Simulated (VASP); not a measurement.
Here is a VASP 6.6.1 calculation.

File INCAR:

```
SYSTEM = HfN
ALGO = Normal ; EDIFF = 1E-6
ENCUT = 600 ; GGA = PS
GGA_COMPAT = .False. ; ISIF = 2
ISMEAR = 0 ; LASPH = .True.
LCHARG = .False. ; LREAL = .False.
LWAVE = .False. ; NBANDS = 14
NELM = 120 ; PREC = Accurate
SIGMA = 0.15
```

KPOINTS

```
k-points
0
Gamma
  22 22 22
  0 0 0
```

The input POSCAR:

```
HfN
1.0
    0.0000000000      2.3070451518      2.3633145458
    2.3070451518      0.0000000000      2.3633145458
    2.3070451518      2.3070451518      0.0000000000
Hf N
1 1
Direct
    0.0000000000      0.0000000000      0.0000000000
    0.5000000000      0.5000000000      0.5000000000
```

Potentials or basis: VASP PAW PBE potentials, release 64 (Hf_pv, N).

Command:

```sh
$ cat potpaw_PBE.64/Hf_pv/POTCAR potpaw_PBE.64/N/POTCAR > POTCAR
$ mpirun -np 1 vasp_std > vasp.out
```

(1) Predict the band gap on the k mesh.

(2) What does it give for the pressure?

## Answers

(1) zero (an odd number of electrons rules out a gap without spin polarisation).

(2) -24.4 GPa.

Caveat: the cell differs from its parent crystal (strain +0.025 along x and y, +0.050 along z); the cell stands under tension; the PAW data sets were made with another functional, which shifts forces and pressure a little; spin-orbit coupling is left out, which moves the levels of the heavy elements.
